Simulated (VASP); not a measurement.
A run of VASP 6.6.1:

File INCAR:

```
SYSTEM = WS2
PREC = Accurate
ENCUT = 520
EDIFF = 1E-6
ISMEAR = -1
SIGMA = 0.02
LREAL = .FALSE.
LASPH = .TRUE.
NELM = 80
ALGO = Normal
ISIF = 2
LWAVE = .FALSE.
LCHARG = .FALSE.
GGA = PE
NBANDS = 20
```

Contents of KPOINTS:

```
regular mesh
0
G
  12 12 4
  0 0 0
```

POSCAR

```
WS2
1.0
    3.2287643856      0.0000000000      0.0000000000
   -1.6143821928      2.7961919808      0.0000000000
    0.0000000000      0.0000000000      5.9936452795
W S
1 2
Direct
    0.0000000000      0.0000000000      0.0000000000
    0.3333333333      0.6666666667      0.2566832535
    0.6666666667      0.3333333333      0.7433167465
```

Potentials or basis: VASP PAW PBE potentials, release 64 (W_sv, S).

Command:

```sh
$ cat potpaw_PBE.64/W_sv/POTCAR potpaw_PBE.64/S/POTCAR > POTCAR
$ mpirun -np 1 vasp_std > vasp.out
```

Hardware: 1 thread of Intel(R) Xeon(R) Platinum 8488C (Sapphire Rapids) (shared host).

**Question.** Estimate the wall time of this run.

**Answer.** Wall time 55 s on 1 thread of Intel(R) Xeon(R) Platinum 8488C (Sapphire Rapids), on a shared host, peak memory 0.21 GiB. Counts: scf iterations 14, k points 69.
